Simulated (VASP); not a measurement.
Set up this calculation in VASP 6.6.1, as the native input.

```yaml
Task: single point
Functional: PBEsol
Potentials_or_basis: VASP PAW PBE potentials, release 64 (W_sv, S)
Cutoff: 520 eV
k_mesh: 9 × 9 × 2
Occupations: fermi-dirac, width 0.1 eV
Spin: no spin polarisation
Dipole_correction: no
Further_INCAR_settings: ALGO = Normal; EDIFF = 1e-07; NBANDS = 35
```

The structure of WS2 lies in POSCAR:

```
WS2
1.0
    3.1832090000      0.0000000000      0.0000000000
   -1.5916040000      2.7567390000      0.0000000000
    0.0000000000      0.0000000000     23.6687630000
W S
2 4
Direct
    0.3333333333      0.6666666667      0.6373180000
    0.6666666667      0.3333333333      0.3626820000
    0.3333333333      0.6666666667      0.2968160000
    0.6666666667      0.3333333333      0.5714420000
    0.3333333333      0.6666666667      0.4285580000
    0.6666666667      0.3333333333      0.7031840000
```

One way to write it, as run:

INCAR

```
PREC = Accurate
ENCUT = 520
EDIFF = 1E-7
ISMEAR = -1
SIGMA = 0.1
LREAL = False
LASPH = True
NELM = 100
ALGO = Normal
ISIF = 2
LWAVE = False
LCHARG = False
GGA = PS
NBANDS = 35
```

KPOINTS

```
regular mesh
0
Gamma
  9 9 2
```

Potentials or basis: VASP PAW PBE potentials, release 64 (W_sv, S).

Command:

```console
$ cat potpaw_PBE.64/W_sv/POTCAR potpaw_PBE.64/S/POTCAR > POTCAR
$ mpirun -np 1 vasp_std > vasp.out
```

It gave:

* Largest force: 0.093 eV/Å
* Band gap on the k mesh: 1.46 eV (least direct gap 1.76 eV)

Caveat: the PAW data sets were made with another functional, which shifts forces and pressure a little; spin-orbit coupling is left out, which moves the levels of the heavy elements.

It took 10 min on 1 thread of AMD EPYC 7R43 64-Core Processor (Zen 3), with other jobs on the host, peak memory 0.35 GiB.
